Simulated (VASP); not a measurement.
# P in VASP: settings compared

P is run at these levels: PBEsol, PBE; tasks: single point, relaxation of cell and atoms.

All numbers are computed with VASP 6.6.1; they aren't measurements. Logs are shortened: lines on timing, memory, paths and dates and some standing lists are left out, and cuts for length are marked.

## (1) The cell of the first run

The typed cell holds 2 atoms: a = 3.710 Å, b = 3.710 Å, c = 3.710 Å, α = 55.44°, β = 55.44°, γ = 55.44°.

## (2) Single point, PBEsol (atoms moved at random)

File INCAR:

```
PREC = Accurate
ENCUT = 520
EDIFF = 1E-6
ISMEAR = 0
SIGMA = 0.05
LREAL = False
LASPH = True
NELM = 100
ALGO = Normal
ISIF = 2
LWAVE = False
LCHARG = True
GGA = PS
LELF = True
LVHAR = True
NBANDS = 12
```

File KPOINTS:

```
regular mesh
0
Gamma
  9 9 9
```

File POSCAR:

```
P
1.0
    1.7257251780      0.9963478961      3.1296800121
   -1.7257251780      0.9963478961      3.1296800121
    0.0000000000     -1.9926957921      3.1296800121
P
2
Direct
    0.7415510000      0.8245840000      0.7219170000
    0.2445530000      0.2587430000      0.2181920000
```

Potentials or basis: VASP PAW PBE potentials, release 64 (P).

Run with:

```bash
$ cat potpaw_PBE.64/P/POTCAR > POTCAR
$ mpirun -np 1 vasp_std > vasp.out
```

OUTCAR:

```text
PREC = Accurate
   ENCUT = 520
   EDIFF = 1E-6
   ISMEAR = 0
   LREAL = False
   LASPH = True
   NELM = 100
   ISIF = 2
   GGA = PS

 ion  position               nearest neighbor table
   1  0.742  0.825  0.722-   2 2.35   2 2.37   2 2.52   2 2.57   2 2.71   2 2.73
   2  0.245  0.259  0.218-   1 2.35   1 2.37   1 2.52   1 2.57   1 2.71   1 2.73

  LATTYP: Found a trigonal (rhomboedric) cell.
 ALAT       =     3.7102201415
 COS(alpha) =     0.5673129383

  Lattice vectors:

 A1 = (   1.7257251780,   0.9963478961,   3.1296800121)
 A2 = (  -1.7257251780,   0.9963478961,   3.1296800121)
 A3 = (   0.0000000000,  -1.9926957921,   3.1296800121)

Analysis of symmetry for initial positions (statically):
=====================================================================
 Subroutine PRICEL returns:
 Original cell was already a primitive cell.

 Routine SETGRP: Setting up the symmetry group for a
 trigonal (rhombohedral) supercell.

 Subroutine GETGRP returns: Found  2 space group operations
 (whereof  1 operations were pure point group operations)
 out of a pool of 12 trial point group operations.

The static configuration has the point symmetry C_1 .
 The point group associated with its full space group is S_2 .

Analysis of symmetry for dynamics (positions and initial velocities):
=====================================================================
 Subroutine PRICEL returns:
 Original cell was already a primitive cell.

 Routine SETGRP: Setting up the symmetry group for a
 trigonal (rhombohedral) supercell.

 Subroutine GETGRP returns: Found  2 space group operations
 (whereof  1 operations were pure point group operations)
 out of a pool of 12 trial point group operations.

The dynamic configuration has the point symmetry C_1 .
 The point group associated with its full space group is S_2 .

 Subroutine INISYM returns: Found  2 space group operations
 (whereof  1 operations are pure point group operations),
 and found     1 'primitive' translations

----------------------------------------------------------------------------------------

                                     Primitive cell

  volume of cell :      32.2875

  direct lattice vectors                    reciprocal lattice vectors
     1.725725178  0.996347896  3.129680012     0.289733271  0.167277582  0.106507161
    -1.725725178  0.996347896  3.129680012    -0.289733271  0.167277582  0.106507161
     0.000000000 -1.992695792  3.129680012     0.000000000 -0.334555164  0.106507161

  length of vectors
     3.710220141  3.710220141  3.710220141     0.351099605  0.351099605  0.351099605

  position of ions in fractional coordinates (direct lattice)
     0.741551000  0.824584000  0.721917000
     0.244553000  0.258743000  0.218192000

  ion indices of the primitive-cell ions
   primitive index   ion index
                 1           1
                 2           2

----------------------------------------------------------------------------------------

 KPOINTS: regular mesh

Automatic generation of k-mesh.
 Grid dimensions read from file:
 generate k-points for:    9    9    9

 Generating k-lattice:

  Cartesian coordinates                     Fractional coordinates (reciprocal lattice)
     0.032192586  0.018586398  0.011834129     0.111111111  0.000000000  0.000000000
    -0.032192586  0.018586398  0.011834129     0.000000000  0.111111111  0.000000000
     0.000000000 -0.037172796  0.011834129    -0.000000000 -0.000000000  0.111111111

  Length of vectors
     0.039011067  0.039011067  0.039011067

  Shift w.r.t. Gamma in fractional coordinates (k-lattice)
     0.000000000  0.000000000  0.000000000

 Subroutine IBZKPT returns following result:
 ===========================================

 Found    365 irreducible k-points:

 Following reciprocal coordinates:
            Coordinates               Weight
  0.000000  0.000000  0.000000      1.000000
  0.111111 -0.000000  0.000000      2.000000
 -0.000000  0.111111  0.000000      2.000000
  0.000000  0.000000  0.111111      2.000000
  0.222222  0.000000  0.000000      2.000000
  0.000000  0.222222  0.000000      2.000000
[... 16 lines left out ...]
  0.333333  0.111111 -0.000000      2.000000
 -0.333333  0.000000 -0.111111      2.000000
 [... further k-points ...]
   k-points           NKPTS =    365   k-points in BZ     NKDIM =    365   number of bands    NBANDS=     12
   number of dos      NEDOS =    301   number of ions     NIONS =      2
   total plane-waves  NPLWV =  21952
   dimension x,y,z NGX =    28 NGY =   28 NGZ =   28
   dimension x,y,z NGXF=    56 NGYF=   56 NGZF=   56
   ions per type =               2
   NGX,Y,Z   is equivalent  to a cutoff of  12.55, 12.55, 12.55 a.u.
   NGXF,Y,Z  is equivalent  to a cutoff of  25.09, 25.09, 25.09 a.u.
 SYSTEM =  unknown system
   PREC   = accura    normal or accurate (medium, high low for compatibility)
   ISTART =      0    job   : 0-new  1-cont  2-samecut
   ICHARG =      2    charge: 1-file 2-atom 10-const
   ISPIN  =      1    spin polarized calculation?
   LNONCOLLINEAR =      F non collinear calculations
   LSORBIT =      F    spin-orbit coupling
   LASPH  =      T    aspherical Exc in radial PAW
   ENCUT  =  520.0 eV  38.22 Ry    6.18 a.u.   6.90  6.90  6.90*2*pi/ulx,y,z
   NELM   =    100;   NELMIN=  2; NELMDL= -5     # of ELM steps
   EDIFF  = 0.1E-05   stopping-criterion for ELM
   LREAL  =      F    real-space projection
   EDIFFG = 0.1E-04   stopping-criterion for IOM
   NSW    =      0    number of steps for IOM
   IBRION =     -1    ionic relax: 0-MD 1-quasi-New 2-CG
   NFREE  =      0    steps in history (QN), initial steepest desc. (CG)
   ISIF   =      2    stress and relaxation
   ISYM   =      2    0-nonsym 1-usesym 2-fastsym
   POTIM  = 0.5000    time-step for ionic-motion
   TEBEG  =    0.0;   TEEND  =   0.0 temperature during run
   PSTRESS=    0.0 pullay stress
   NELECT =      10.0000    total number of electrons
   NUPDOWN=      -1.0000    fix difference up-down
   EMIN   =  10.00;   EMAX   =-10.00  energy-range for DOS
   EFERMI =   0.00;   METHOD = LEGACY
   ISMEAR =     0;   SIGMA  =   0.05  broadening in eV -4-tet -1-fermi 0-gaus
   EFERMI_NEDOS =   21; number of points for ismear=-14 and -15
   IALGO  =     38    algorithm
   IMIX   =      4    mixing-type and parameters
     AMIX     =   0.40;   BMIX     =  1.00
     AMIX_MAG =   1.60;   BMIX_MAG =  1.00
  volume/ion in A,a.u.               =      16.14       108.94
  Fermi-wavevector in a.u.,A,eV,Ry     =   1.107636  2.093128 16.692396  1.226857
  Thomas-Fermi vector in A             =   2.244152
   LORBIT       =      0    0 simple, 1 ext, 2 COOP (PROOUT), +10 PAW based schemes
   GGA     = PS    functional components
   LHFCALC =     F    Hartree Fock is set to
   AEXX    =    0.0000 exact exchange contribution
   IVDW    =     0    specifies the selected vdW correction
   LEPSILON=     F    determine dielectric tensor
   LRPA    =     F    only Hartree local field effects (RPA)
 non-spin polarized calculation
 Gauss-broadening in eV      SIGMA  =   0.05
  energy-cutoff  :      520.00
  volume of cell :       32.29
 maximum number of plane-waves:       886
   NGX = 13   NGY = 13   NGZ = 13

 number of electron      10.0000000 magnetization

 Free energy of the ion-electron system (eV)
  ---------------------------------------------------
  ext. energy  EPLUGINS =         0.00000000
  ---------------------------------------------------
  free energy    TOTEN  =       -11.44243143 eV

  energy without entropy =      -11.44169113  energy(sigma->0) =      -11.44206128

 E-fermi :   8.3050     XC(G=0): -10.9195

 val. band max:        8.2783069209   @ k =   0.1111  -0.0000  -0.3333
 cond. band min:       8.3058076763   @ k =   0.0000  -0.2222   0.2222
 fundamental gap:      0.0275007554
 Fermi energy:         8.3049799622

 k-point     1 :       0.0000    0.0000    0.0000
  band No.  band energies     occupation
      1      -7.3927      2.00000
      2       5.1557      2.00000
      3       5.2270      2.00000
      4       6.3531      2.00000
      5       6.8491      2.00000
      6      11.2521      0.00000
      7      11.7019      0.00000
      8      12.5990      0.00000
      9      13.7146      0.00000
     10      14.3292      0.00000
     11      14.7483      0.00000
     12      15.4250      0.00000

 k-point     2 :       0.1111   -0.0000    0.0000
  band No.  band energies     occupation
      1      -7.1895      2.00000
      2       3.7933      2.00000
      3       5.3067      2.00000
      4       6.5747      2.00000
      5       7.0830      2.00000
      6      11.0658      0.00000
      7      11.6817      0.00000
      8      11.8790      0.00000
      9      13.4697      0.00000
     10      13.6908      0.00000
     11      14.3371      0.00000
     12      17.0569      0.00000

 k-point     3 :      -0.0000    0.1111    0.0000
  band No.  band energies     occupation
      1      -7.1931      2.00000
      2       3.8556      2.00000
      3       5.4574      2.00000
      4       6.2688      2.00000
      5       7.1739      2.00000
      6      11.1815      0.00000
      7      11.4303      0.00000
      8      11.6392      0.00000
      9      13.5034      0.00000
     10      14.1442      0.00000
     11      14.4419      0.00000
     12      17.0028      0.00000
[... 286 lines left out ...]
 k-point    23 :       0.3333    0.1111   -0.0000
  band No.  band energies     occupation
      1      -5.8182      2.00000
      2       0.2696      2.00000
      3       4.4053      2.00000
      4       5.8175      2.00000
      5       6.9078      2.00000
      6      10.1241      0.00000
      7      10.5273      0.00000
      8      11.2482      0.00000
      9      14.2434      0.00000
     10      15.9530      0.00000
     11      17.6705      0.00000
     12      20.4375      0.00000

 k-point    24 :      -0.3333    0.0000   -0.1111
  band No.  band energies     occupation
      1      -5.8348      2.00000
      2       0.3524      2.00000
      3       4.3869      2.00000
      4       5.6840      2.00000
      5       7.0253      2.00000
      6       9.8717      0.00000
      7      10.5604      0.00000
      8      11.6055      0.00000
      9      13.8150      0.00000
     10      15.8451      0.00000
     11      18.0968      0.00000
     12      20.4854      0.00000

 [... further k-points ...]
[... 5 lines left out ...]
  --------------------------------------------------------------------------------------
  -------------------------------------------------------------------------------------
  Total       -0.7701417     -1.1476816     -2.8423599     -0.2856338      0.0507387     -0.1302685
  in kB      -38.2161884    -56.9505841   -141.0443910    -14.1738000      2.5177695     -6.4642203
  external PRESSURE =     -78.7370545 kB  Pullay stress =       0.0000000 kB

 VOLUME and BASIS-vectors are now :
 -----------------------------------------------------------------------------
  energy-cutoff  :      520.00
  volume of cell :       32.29
      direct lattice vectors                 reciprocal lattice vectors
     1.725725178  0.996347896  3.129680012     0.289733271  0.167277582  0.106507161
    -1.725725178  0.996347896  3.129680012    -0.289733271  0.167277582  0.106507161
     0.000000000 -1.992695792  3.129680012     0.000000000 -0.334555164  0.106507161

 POSITION                                       TOTAL-FORCE (eV/Angst)
 -----------------------------------------------------------------------------------
     -0.14329      0.12185      7.16087        -0.009268      0.034370      0.847843
     -0.02449      0.06667      2.25803         0.009268     -0.034370     -0.847843
 -----------------------------------------------------------------------------------
    total drift:                               -0.000001     -0.000001     -0.000001

  FREE ENERGIE OF THE ION-ELECTRON SYSTEM (eV)
  ---------------------------------------------------
  free  energy   TOTEN  =       -11.4424314321 eV

  energy  without entropy=      -11.4416911316  energy(sigma->0) =      -11.44206128
```

Run time: 63 s. Hardware: 1 thread of AMD EPYC 9R45 (Zen 5), shared host; peak memory 0.2 GiB.

What came out:

```
Free energy            : -11.4424 eV
Pressure               : -7.9 GPa
Largest force          : 0.849 eV/Å
Band gap on the k mesh : zero (bands 5 and 6 overlap by 1.31 eV)
```

Forces on the atoms (eV/Å):
```
P   -0.009  0.034  0.848
P    0.009 -0.034 -0.848
```

Caveat: the cell differs from its parent crystal (atoms moved at random); the cell stands under tension; the PAW data sets were made with another functional, which shifts forces and pressure a little.

## (3) Single point, PBEsol

This run uses another cell than the first one, of 13.94 Å³/atom.

File INCAR:

```
SYSTEM = P
ALGO = Normal ; EDIFF = 1E-6
ENCUT = 520 ; GGA = PS
ISIF = 2 ; ISMEAR = -1
LASPH = .True. ; LCHARG = .True.
LELF = .True. ; LREAL = .False.
LVHAR = .True. ; LWAVE = .False.
NBANDS = 12 ; NELM = 80
PREC = Accurate ; SIGMA = 0.05
```

File KPOINTS:

```
k-points
0
Gamma
  9 9 9
  0 0 0
```

File POSCAR:

```
P
1.0
    1.6975428352      0.9800768129      2.7923482890
   -1.6975428352      0.9800768129      2.7923482890
    0.0000000000     -1.9601536257      2.7923482890
P
2
Direct
    0.7601079718      0.7601079718      0.7601079718
    0.2398920282      0.2398920282      0.2398920282
```

Potentials or basis: VASP PAW PBE potentials, release 64 (P).

Run with:

```bash
$ cat potpaw_PBE.64/P/POTCAR > POTCAR
$ mpirun -np 1 vasp_std > vasp.out
```

Wall time 24 s (1 thread of Intel Xeon Platinum 8259CL at 2.50GHz (Skylake/Cascade Lake), shared host); peak memory 0.16 GiB.

Results (log left out):

```yaml
Free_energy: -11.5480 eV
Pressure: 5.0 GPa
Largest_force: 0.015 eV/Å
Band_gap_on_the_k_mesh: zero (bands 5 and 6 overlap by 1.91 eV)
```

Forces in eV/Å, atoms in the order of the input:
```
P    0.000  0.000  0.015
P    0.000  0.000 -0.015
```

Levels at points of the mesh, in eV from the Fermi level:
```
           k point  band 1  band 2  band 3  band 4  band 5  band 6  band 7  band 8  band 9  band 10
(0.00, 0.00, 0.00)  -17.24   -2.53   -2.53   -2.40   -1.34    3.29    3.88    3.88    5.40     5.40
```

Caveat: the cell stands under pressure; the PAW data sets were made with another functional, which shifts forces and pressure a little.

## (4) Single point, PBEsol

This run uses another cell than the first one, of 15.07 Å³/atom.

INCAR, as its differences from that of step 3:

```diff
@@ -1,3 +1,3 @@
 SYSTEM = P
-ALGO = Normal ; EDIFF = 1E-6
+ALGO = Normal ; EDIFF = 1E-7
 ENCUT = 520 ; GGA = PS
```

KPOINTS is that of step 3.

File POSCAR:

```
P
1.0
    1.7182084510      0.9920081117      2.9480824876
   -1.7182084510      0.9920081117      2.9480824876
    0.0000000000     -1.9840162234      2.9480824876
P
2
Direct
    0.7666900940      0.7666900940      0.7666900940
    0.2333099060      0.2333099060      0.2333099060
```

Run with:

```bash
$ cat potpaw_PBE.64/P/POTCAR > POTCAR
$ mpirun -np 1 vasp_std > vasp.out
```

Run time: 24 s. Hardware: 1 thread of Intel Xeon Platinum 8259CL at 2.50GHz (Skylake/Cascade Lake), shared host; peak memory 0.15 GiB.

The run converged. Its results:

```
Free energy            : -11.5892 eV
Pressure               : 0.0 GPa
Largest force          : 0.013 eV/Å
Band gap on the k mesh : zero (bands 5 and 6 overlap by 0.98 eV)
```

Forces on the atoms (eV/Å):
```
P    0.000  0.000  0.013
P    0.000  0.000 -0.013
```

Stress tensor (GPa, compression positive):
```
-0.04  0.00  0.00
 0.00 -0.04  0.00
 0.00  0.00  0.09
```

Levels at points of the mesh, in eV from the Fermi level:
```csv
k point,band 2,band 3,band 4,band 5,band 6,band 7,band 8,band 9
"(0.00, 0.00, 0.00)",-2.88,-2.76,-2.76,-2.59,2.12,3.21,3.21,5.40
```

Caveat: the PAW data sets were made with another functional, which shifts forces and pressure a little.

(Continued in part 2 of 2.)
